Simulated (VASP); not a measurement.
# GdO (F-43m) in VASP: single point with PBE+U

Aim: the single point of GdO with PBE+U.

Program: VASP 6.6.1. These are calculated values, not measurements. Logs are shortened: lines on timing, memory, paths and dates and some standing lists are left out, and cuts for length are marked.

### 1 The cell of the first run

Symmetry: F-43m, No. 216, cubic system. Conventional cell: a = 5.397 Å, b = 5.397 Å, c = 5.397 Å, α = 90.00°, β = 90.00°, γ = 90.00°. Gd (site symmetry -43m) has 4 O at 2.34 Å within 3.1 Å. Within 3.1 Å of O (site symmetry -43m) lie 4 Gd at 2.34 Å.

### 2 Single point, PBE+U, collinear spin, ferromagnetic start

Contents of INCAR:

```
PREC = Accurate
ENCUT = 520
EDIFF = 1E-7
ISMEAR = 0
SIGMA = 0.1
LREAL = F
LASPH = T
NELM = 150
ALGO = Normal
ISIF = 2
LWAVE = F
LCHARG = T
ISPIN = 2
MAGMOM = 7.72 0
LORBIT = 11
LMAXMIX = 6
LDAU = T
LDAUTYPE = 2
LDAUL = 3 -1
LDAUU = 6 0
LDAUJ = 0 0
LDAUPRINT = 1
GGA = PE
LELF = T
LVHAR = T
NBANDS = 23
```

Contents of KPOINTS:

```
regular mesh
0
Gamma
  5 5 5
```

Contents of POSCAR:

```
GdO
1.0
    3.8164450472      0.0000000000      0.0000000000
   -1.9082225236      3.3051383630      0.0000000000
    1.9082225236     -1.1017127877      3.1161143323
Gd O
1 1
Direct
    0.0000000000      0.0000000000      0.0000000000
    0.2500000000      0.7500000000      0.2500000000
```

Potentials or basis: VASP PAW PBE potentials, release 64 (Gd, O).

Run with:

```console
> cat potpaw_PBE.64/Gd/POTCAR potpaw_PBE.64/O/POTCAR > POTCAR
> mpirun -np 1 vasp_std > vasp.out
```

OUTCAR:

```text
PREC = Accurate
   ENCUT = 520
   EDIFF = 1E-7
   ISMEAR = 0
   LREAL = F
   LASPH = T
   NELM = 150
   ISIF = 2
   ISPIN = 2
   LORBIT = 11
   GGA = PE

 ion  position               nearest neighbor table
   1  0.000  0.000  0.000-   2 2.34   2 2.34   2 2.34   2 2.34
   2  0.250  0.750  0.250-   1 2.34   1 2.34   1 2.34   1 2.34

  LATTYP: Found a face centered cubic cell.
 ALAT       =     5.3972683458

  Lattice vectors:

 A1 = (   1.9082225236,  -3.3051383630,   0.0000000000)
 A2 = (   3.8164450472,   0.0000000000,   0.0000000000)
 A3 = (   1.9082225236,  -1.1017127877,   3.1161143323)

Analysis of symmetry for initial positions (statically):
=====================================================================
 Subroutine PRICEL returns:
 Original cell was already a primitive cell.

 Routine SETGRP: Setting up the symmetry group for a
 face centered cubic supercell.

 Subroutine GETGRP returns: Found 24 space group operations
 (whereof 24 operations were pure point group operations)
 out of a pool of 48 trial point group operations.

The static configuration has the point symmetry T_d .

Analysis of symmetry for dynamics (positions and initial velocities):
=====================================================================
 Subroutine PRICEL returns:
 Original cell was already a primitive cell.

 Routine SETGRP: Setting up the symmetry group for a
 face centered cubic supercell.

 Subroutine GETGRP returns: Found 24 space group operations
 (whereof 24 operations were pure point group operations)
 out of a pool of 48 trial point group operations.

The dynamic configuration has the point symmetry T_d .

Analysis of structural, dynamic, and magnetic symmetry:
=====================================================================
 Subroutine PRICEL returns:
 Original cell was already a primitive cell.

 Routine SETGRP: Setting up the symmetry group for a
 face centered cubic supercell.

 Subroutine GETGRP returns: Found 24 space group operations
 (whereof 24 operations were pure point group operations)
 out of a pool of 48 trial point group operations.
[... 164 lines left out ...]
  o =  0.9921  v =  0.0000 -0.0000  0.9129 -0.0000  0.0000 -0.4082  0.0000  0.0000  0.0000  0.0000  0.0000  0.0000  0.0000  0.0000      0.0000  0.0000  0.0000  0.0000  0.0000  0.0000  0.0000  0.0000  0.0000  0.0000  0.0000  0.0000  0.0000  0.0000
  o =  0.9921  v =  0.0000 -0.3522 -0.0000 -0.0000  0.7875  0.0000  0.5058  0.0000  0.0000  0.0000  0.0000  0.0000  0.0000  0.0000      0.0000  0.0000  0.0000  0.0000  0.0000  0.0000  0.0000  0.0000  0.0000  0.0000  0.0000  0.0000  0.0000  0.0000
  o =  0.9921  v =  0.0000 -0.2065 -0.0000 -0.0000  0.4617  0.0000 -0.8626  0.0000  0.0000  0.0000  0.0000  0.0000  0.0000  0.0000      0.0000  0.0000  0.0000  0.0000  0.0000  0.0000  0.0000  0.0000  0.0000  0.0000  0.0000  0.0000  0.0000  0.0000
  o =  0.9984  v =  0.6667  0.0000 -0.0000  0.7454 -0.0000 -0.0000 -0.0000  0.0000  0.0000  0.0000  0.0000  0.0000  0.0000  0.0000      0.0000  0.0000  0.0000  0.0000  0.0000  0.0000  0.0000  0.0000  0.0000  0.0000  0.0000  0.0000  0.0000  0.0000

 number of electron      23.9999990 magnetization       7.9373680

 Free energy of the ion-electron system (eV)
  ---------------------------------------------------
  ext. energy  EPLUGINS =         0.00000000
  ---------------------------------------------------
  free energy    TOTEN  =       -21.69113101 eV

  energy without entropy =      -21.68716529  energy(sigma->0) =      -21.68914815

 E-fermi :   4.1336     XC(G=0): -10.0915

 val. band max:        4.1237175261   @ k =   0.4000   0.0000   0.0000
 cond. band min:       4.1581709433   @ k =   0.2000   0.0000   0.0000
 fundamental gap:      0.0344534171
 Fermi energy:         4.1336232561

 spin component 1

 k-point     1 :       0.0000    0.0000    0.0000
  band No.  band energies     occupation
      1     -41.8321      1.00000
      2     -19.0185      1.00000
      3     -19.0185      1.00000
      4     -19.0185      1.00000
      5     -15.3356      1.00000
      6      -4.4016      1.00000
[... 249 lines left out ...]
     22      12.5805      0.00000
     23      13.8255      0.00000
 Fermi energy:         4.1336232561

 spin component 2

 k-point     1 :       0.0000    0.0000    0.0000
  band No.  band energies     occupation
      1     -38.5732      1.00000
      2     -16.6104      1.00000
      3     -16.6104      1.00000
      4     -16.6104      1.00000
      5     -15.2161      1.00000
      6      -1.3778      1.00000
[... 249 lines left out ...]
     22      14.0182      0.00000
     23      15.4056      0.00000

------------------------ aborting loop because EDIFF is reached ----------------------------------------

  FORCE on cell =-STRESS in cart. coord.  units (eV):
  Direction    XX          YY          ZZ          XY          YZ          ZX
  --------------------------------------------------------------------------------------
  -------------------------------------------------------------------------------------
  Total       -0.0054688     -0.0054688     -0.0054688      0.0000000      0.0000000      0.0000000
  in kB       -0.2229144     -0.2229144     -0.2229144      0.0000000      0.0000000      0.0000000
  external PRESSURE =      -0.2229144 kB  Pullay stress =       0.0000000 kB

 VOLUME and BASIS-vectors are now :
 -----------------------------------------------------------------------------
  energy-cutoff  :      520.00
  volume of cell :       39.31
      direct lattice vectors                 reciprocal lattice vectors
     3.816445047  0.000000000  0.000000000     0.262023948  0.151279597 -0.106970829
    -1.908222524  3.305138363  0.000000000     0.000000000  0.302559194  0.106970829
     1.908222524 -1.101712788  3.116114332     0.000000000  0.000000000  0.320912487

 POSITION                                       TOTAL-FORCE (eV/Angst)
 -----------------------------------------------------------------------------------
      0.00000      0.00000      0.00000         0.000000      0.000000      0.000000
      0.00000      2.20343      0.77903        -0.000000     -0.000000     -0.000000
 -----------------------------------------------------------------------------------
    total drift:                                0.000000      0.000000      0.000000

  FREE ENERGIE OF THE ION-ELECTRON SYSTEM (eV)
  ---------------------------------------------------
  free  energy   TOTEN  =       -21.6911310066 eV

  energy  without entropy=      -21.6871652910  energy(sigma->0) =      -21.68914815

 total charge

# of ion       s       p       d       f       tot
--------------------------------------------------
    1        2.034   5.642   0.514   6.973  15.164
    2        1.567   3.436   0.000   0.000   5.004
--------------------------------------------------
tot          3.601   9.079   0.514   6.973  20.167

 magnetization (x)

# of ion       s       p       d       f       tot
--------------------------------------------------
    1        0.006  -0.057   0.208   6.914   7.071
    2        0.005  -0.001   0.000   0.000   0.004
--------------------------------------------------
tot          0.011  -0.058   0.208   6.914   7.075
```

OSZICAR:

```text
N       E                     dE             d eps       ncg     rms          rms(c)
DAV:   1     0.164616813864E+03    0.16462E+03   -0.88274E+03  1335   0.560E+03
DAV:   2     0.301819502235E+01   -0.16160E+03   -0.13715E+03  1293   0.508E+02
[... 11 lines left out ...]
DAV:  14    -0.216911039215E+02   -0.19158E-04   -0.83785E-05  1329   0.743E-02    0.702E-02
DAV:  15    -0.216911268103E+02   -0.22889E-04   -0.17672E-05  1408   0.102E-01    0.497E-02
DAV:  16    -0.216911300852E+02   -0.32748E-05   -0.49102E-06  1439   0.172E-02    0.224E-02
DAV:  17    -0.216911309133E+02   -0.82818E-06   -0.72269E-07  1312   0.132E-02    0.631E-03
DAV:  18    -0.216911310538E+02   -0.14049E-06   -0.98978E-08  1124   0.649E-03    0.536E-03
DAV:  19    -0.216911310066E+02    0.47241E-07   -0.10829E-07   989   0.287E-03
   1 F= -.21691131E+02 E0= -.21689148E+02  d E =-.396572E-02  mag=     7.9374
```

stdout:

```text
POSCAR found type information on POSCAR GdO
 POSCAR found :  2 types and       2 ions
 scaLAPACK will be used
 LDA part: xc-table for (Slater+PW92), standard interpolation
 POSCAR, INCAR and KPOINTS ok, starting setup
 FFT: planning ... GRIDC
 FFT: planning ... GRID_SOFT
 FFT: planning ... GRID
 WAVECAR not read
 entering main loop
```

It took 36 s on 1 thread of Intel Xeon 6975P-C, shared host; peak memory 0.18 GiB.

What came out:

| Quantity | Value |
| --- | --- |
| Free energy | -21.6911 eV |
| Pressure | 0.0 GPa |
| Net moment | 7.94 μB per cell |
| Site moments | Gd +7.07; O +0.00 μB |
| Valence electrons inside the program's atomic spheres | Gd 15.16; O 5.00 |

Eigenvalues of the final occupation matrices:
| site | spin | trace | eigenvalues |
| --- | --- | --- | --- |
| site 1 f | 1 | 6.95 | 0.99 0.99 0.99 0.99 0.99 0.99 1.00 |
| site 1 f | 2 | 0.03 | 0.00 0.00 0.00 0.00 0.00 0.00 0.01 |

Caveat: the k points lie up to 0.40 Å⁻¹ apart; spin-orbit coupling is left out, which moves the levels of the heavy elements; a cell with one magnetic atom can't hold antiferromagnetic order, which such compounds often take.
